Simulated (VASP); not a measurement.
# C (C2/m) in VASP: single point with PBEsol

Aim: the single point of C with PBEsol.

Everything below comes from runs of VASP 6.6.1. Logs are shortened: lines on timing, memory, paths and dates and some standing lists are left out, and cuts for length are marked.

### 1 The cell of the first run

The typed cell holds 2 atoms: a = 2.513 Å, b = 2.513 Å, c = 2.522 Å, α = 60.00°, β = 60.00°, γ = 60.00°.

### 2 Single point, PBEsol

INCAR reads:

```
  ALGO = Normal
  EDIFF = 1E-6
  ENCUT = 600
  GGA = PS
  GGA_COMPAT = False
  ISIF = 2
  ISMEAR = 0
  LASPH = True
  LCHARG = False
  LREAL = False
  LWAVE = False
  NBANDS = 11
  NELM = 120
  PREC = Accurate
  SIGMA = 0.01
```

KPOINTS reads:

```
k-points
0
Gamma
  8 8 8
```

POSCAR reads:

```
C
1.0
    0.0015391740      1.7787391129      1.7756587636
    1.7787391129      0.0015391740      1.7756587636
    1.7833686612      1.7833686612     -0.0030903742
C
2
Direct
    0.0000469589      0.0000469589     -0.0000917458
    0.2499530411      0.2499530411      0.2500917458
```

Potentials or basis: VASP PAW PBE potentials, release 64 (C).

Command:

```console
$ cat potpaw_PBE.64/C/POTCAR > POTCAR
$ mpirun -np 1 vasp_std > vasp.out
```

OUTCAR:

```text
EDIFF = 1E-6
   ENCUT = 600
   GGA = PS
   ISIF = 2
   ISMEAR = 0
   LASPH = True
   LREAL = False
   NELM = 120
   PREC = Accurate

 ion  position               nearest neighbor table
   1  0.000  0.000  1.000-   2 1.54   2 1.54   2 1.54   2 1.54
   2  0.250  0.250  0.250-   1 1.54   1 1.54   1 1.54   1 1.54

  LATTYP: Found a base centered monoclinic cell.
 ALAT       =     4.3532330212
 B/A-ratio  =     0.5773502692
 C/A-ratio  =     0.5793547068
 COS(beta)  =    -0.5773502692

  Lattice vectors:

 A1 = (  -0.0015391740,  -1.7787391129,  -1.7756587636)
 A2 = (  -1.7787391129,  -0.0015391740,  -1.7756587636)
 A3 = (   1.7833686612,   1.7833686612,  -0.0030903742)

Analysis of symmetry for initial positions (statically):
=====================================================================
 Subroutine PRICEL returns:
 Original cell was already a primitive cell.

 Routine SETGRP: Setting up the symmetry group for a
 base centered monoclinic supercell.

 Subroutine GETGRP returns: Found  4 space group operations
 (whereof  2 operations were pure point group operations)
 out of a pool of  4 trial point group operations.

The static configuration has the point symmetry C_1h.
 The point group associated with its full space group is C_2h.

Analysis of symmetry for dynamics (positions and initial velocities):
=====================================================================
 Subroutine PRICEL returns:
 Original cell was already a primitive cell.

 Routine SETGRP: Setting up the symmetry group for a
 base centered monoclinic supercell.

 Subroutine GETGRP returns: Found  4 space group operations
 (whereof  2 operations were pure point group operations)
 out of a pool of  4 trial point group operations.

The dynamic configuration has the point symmetry C_1h.
 The point group associated with its full space group is C_2h.

 Subroutine INISYM returns: Found  4 space group operations
 (whereof  2 operations are pure point group operations),
 and found     1 'primitive' translations

----------------------------------------------------------------------------------------

                                     Primitive cell

  volume of cell :      11.2653

  direct lattice vectors                    reciprocal lattice vectors
     0.001539174  1.778739113  1.775658764    -0.281097680  0.281585212  0.281341234
     1.778739113  0.001539174  1.775658764     0.281585212 -0.281097680  0.281341234
     1.783368661  1.783368661 -0.003090374     0.280124934  0.280124934 -0.280853702

  length of vectors
     2.513340257  2.513340257  2.522066041     0.487297678  0.487297678  0.485611737

  position of ions in fractional coordinates (direct lattice)
     0.000046959  0.000046959  0.999908254
     0.249953041  0.249953041  0.250091746

  ion indices of the primitive-cell ions
   primitive index   ion index
                 1           1
                 2           2

----------------------------------------------------------------------------------------

 KPOINTS: k-points

Automatic generation of k-mesh.
 Grid dimensions read from file:
 generate k-points for:    8    8    8

 Generating k-lattice:

  Cartesian coordinates                     Fractional coordinates (reciprocal lattice)
    -0.035137210  0.035198151  0.035167654     0.125000000  0.000000000 -0.000000000
     0.035198151 -0.035137210  0.035167654     0.000000000  0.125000000 -0.000000000
     0.035015617  0.035015617 -0.035106713    -0.000000000 -0.000000000  0.125000000

  Length of vectors
     0.060912210  0.060912210  0.060701467

  Shift w.r.t. Gamma in fractional coordinates (k-lattice)
     0.000000000  0.000000000  0.000000000

 Subroutine IBZKPT returns following result:
 ===========================================

 Found    150 irreducible k-points:

 Following reciprocal coordinates:
            Coordinates               Weight
  0.000000  0.000000  0.000000      1.000000
  0.125000 -0.000000 -0.000000      4.000000
  0.250000 -0.000000 -0.000000      4.000000
  0.375000 -0.000000 -0.000000      4.000000
  0.500000 -0.000000 -0.000000      2.000000
  0.125000  0.125000  0.000000      2.000000
[... 16 lines left out ...]
  0.125000 -0.000000  0.125000      4.000000
  0.250000  0.000000  0.125000      4.000000
 [... further k-points ...]
   k-points           NKPTS =    150   k-points in BZ     NKDIM =    150   number of bands    NBANDS=     11
   number of dos      NEDOS =    301   number of ions     NIONS =      2
   total plane-waves  NPLWV =   8000
   dimension x,y,z NGX =    20 NGY =   20 NGZ =   20
   dimension x,y,z NGXF=    40 NGYF=   40 NGZF=   40
   ions per type =               2
   NGX,Y,Z   is equivalent  to a cutoff of  13.23, 13.23, 13.18 a.u.
   NGXF,Y,Z  is equivalent  to a cutoff of  26.46, 26.46, 26.37 a.u.
 SYSTEM =  unknown system
   PREC   = accura    normal or accurate (medium, high low for compatibility)
   ISTART =      0    job   : 0-new  1-cont  2-samecut
   ICHARG =      2    charge: 1-file 2-atom 10-const
   ISPIN  =      1    spin polarized calculation?
   LNONCOLLINEAR =      F non collinear calculations
   LSORBIT =      F    spin-orbit coupling
   LASPH  =      T    aspherical Exc in radial PAW
   ENCUT  =  600.0 eV  44.10 Ry    6.64 a.u.   5.02  5.02  5.04*2*pi/ulx,y,z
   NELM   =    120;   NELMIN=  2; NELMDL= -5     # of ELM steps
   EDIFF  = 0.1E-05   stopping-criterion for ELM
   LREAL  =      F    real-space projection
   EDIFFG = 0.1E-04   stopping-criterion for IOM
   NSW    =      0    number of steps for IOM
   IBRION =     -1    ionic relax: 0-MD 1-quasi-New 2-CG
   NFREE  =      0    steps in history (QN), initial steepest desc. (CG)
   ISIF   =      2    stress and relaxation
   ISYM   =      2    0-nonsym 1-usesym 2-fastsym
   POTIM  = 0.5000    time-step for ionic-motion
   TEBEG  =    0.0;   TEEND  =   0.0 temperature during run
   PSTRESS=    0.0 pullay stress
   NELECT =       8.0000    total number of electrons
   NUPDOWN=      -1.0000    fix difference up-down
   EMIN   =  10.00;   EMAX   =-10.00  energy-range for DOS
   EFERMI =   0.00;   METHOD = LEGACY
   ISMEAR =     0;   SIGMA  =   0.01  broadening in eV -4-tet -1-fermi 0-gaus
   EFERMI_NEDOS =   21; number of points for ismear=-14 and -15
   IALGO  =     38    algorithm
   IMIX   =      4    mixing-type and parameters
     AMIX     =   0.40;   BMIX     =  1.00
     AMIX_MAG =   1.60;   BMIX_MAG =  1.00
  volume/ion in A,a.u.               =       5.63        38.01
  Fermi-wavevector in a.u.,A,eV,Ry     =   1.460574  2.760084 29.024977  2.133276
  Thomas-Fermi vector in A             =   2.577007
   LORBIT       =      0    0 simple, 1 ext, 2 COOP (PROOUT), +10 PAW based schemes
   GGA     = PS    functional components
   LHFCALC =     F    Hartree Fock is set to
   AEXX    =    0.0000 exact exchange contribution
   IVDW    =     0    specifies the selected vdW correction
   LEPSILON=     F    determine dielectric tensor
   LRPA    =     F    only Hartree local field effects (RPA)
 non-spin polarized calculation
 Gauss-broadening in eV      SIGMA  =   0.01
  energy-cutoff  :      600.00
  volume of cell :       11.27
 maximum number of plane-waves:       388
   NGX =  9   NGY =  9   NGZ =  9

 number of electron       7.9999999 magnetization

 Free energy of the ion-electron system (eV)
  ---------------------------------------------------
  ext. energy  EPLUGINS =         0.00000000
  ---------------------------------------------------
  free energy    TOTEN  =       -19.25302604 eV

  energy without entropy =      -19.25302604  energy(sigma->0) =      -19.25302604

 E-fermi :  10.0120     XC(G=0): -13.4669

 val. band max:        9.8268441991   @ k =   0.0000   0.0000   0.0000
 cond. band min:      13.8000867232   @ k =   0.3750   0.3750  -0.0000
 fundamental gap:      3.9732425241
 Fermi energy:        10.0120438107

 k-point     1 :       0.0000    0.0000    0.0000
  band No.  band energies     occupation
      1     -11.8059      2.00000
      2       9.7938      2.00000
      3       9.8061      2.00000
      4       9.8268      2.00000
      5      15.3014      0.00000
      6      15.3768      0.00000
      7      15.4233      0.00000
      8      23.3365      0.00000
      9      28.8569      0.00000
     10      36.3089      0.00000
     11      36.3998      0.00000

 k-point     2 :       0.1250   -0.0000   -0.0000
  band No.  band energies     occupation
      1     -11.3696      2.00000
      2       7.3826      2.00000
      3       9.1252      2.00000
      4       9.1534      2.00000
      5      16.1874      0.00000
      6      16.2611      0.00000
      7      16.6846      0.00000
      8      23.6710      0.00000
      9      29.5232      0.00000
     10      33.1039      0.00000
     11      33.2098      0.00000

 k-point     3 :       0.2500   -0.0000   -0.0000
  band No.  band energies     occupation
      1     -10.0731      2.00000
      2       3.1719      2.00000
      3       8.0143      2.00000
      4       8.0432      2.00000
      5      17.5360      0.00000
      6      17.6065      0.00000
      7      17.9705      0.00000
      8      24.5008      0.00000
      9      30.3106      0.00000
     10      32.0091      0.00000
     11      32.1244      0.00000
[... 267 lines left out ...]
 k-point    23 :       0.1250   -0.0000    0.1250
  band No.  band energies     occupation
      1     -11.2264      2.00000
      2       8.0438      2.00000
      3       8.0713      2.00000
      4       8.4834      2.00000
      5      14.9496      0.00000
      6      17.5885      0.00000
      7      17.6352      0.00000
      8      23.2440      0.00000
      9      29.8170      0.00000
     10      30.4024      0.00000
     11      37.1098      0.00000

 k-point    24 :       0.2500    0.0000    0.1250
  band No.  band energies     occupation
      1     -10.2157      2.00000
      2       4.6794      2.00000
      3       6.8992      2.00000
      4       7.7660      2.00000
      5      15.5877      0.00000
      6      19.1190      0.00000
      7      19.2617      0.00000
      8      22.6415      0.00000
      9      29.9391      0.00000
     10      30.7657      0.00000
     11      35.5726      0.00000

 [... further k-points ...]

------------------------ aborting loop because EDIFF is reached ----------------------------------------

  FORCE on cell =-STRESS in cart. coord.  units (eV):
  Direction    XX          YY          ZZ          XY          YZ          ZX
  --------------------------------------------------------------------------------------
  -------------------------------------------------------------------------------------
  Total       -0.1311480     -0.1311480     -0.0189638     -0.1388543      0.0696994      0.0696994
  in kB      -18.6521195    -18.6521195     -2.6970695    -19.7481316      9.9127888      9.9127889
  external PRESSURE =     -13.3337695 kB  Pullay stress =       0.0000000 kB

 VOLUME and BASIS-vectors are now :
 -----------------------------------------------------------------------------
  energy-cutoff  :      600.00
  volume of cell :       11.27
      direct lattice vectors                 reciprocal lattice vectors
     0.001539174  1.778739113  1.775658764    -0.281097680  0.281585212  0.281341234
     1.778739113  0.001539174  1.775658764     0.281585212 -0.281097680  0.281341234
     1.783368661  1.783368661 -0.003090374     0.280124934  0.280124934 -0.280853702

 POSITION                                       TOTAL-FORCE (eV/Angst)
 -----------------------------------------------------------------------------------
      1.78329      1.78329     -0.00292        -0.000351     -0.000351      0.000747
      0.89099      0.89099      0.88689         0.000351      0.000351     -0.000747
 -----------------------------------------------------------------------------------
    total drift:                               -0.000000     -0.000000     -0.000000

  FREE ENERGIE OF THE ION-ELECTRON SYSTEM (eV)
  ---------------------------------------------------
  free  energy   TOTEN  =       -19.2530260366 eV

  energy  without entropy=      -19.2530260366  energy(sigma->0) =      -19.25302604
```

It took 10 s on 1 thread of Intel Xeon Platinum 8488C (Sapphire Rapids), shared host; peak memory 0.13 GiB.

What came out:

```
Free energy            : -19.2530 eV
Pressure               : -1.3 GPa
Band gap on the k mesh : 3.97 eV (least direct gap 5.47 eV)
```

Caveat: the PAW data sets were made with another functional, which shifts forces and pressure a little. A k mesh can miss the band edges.
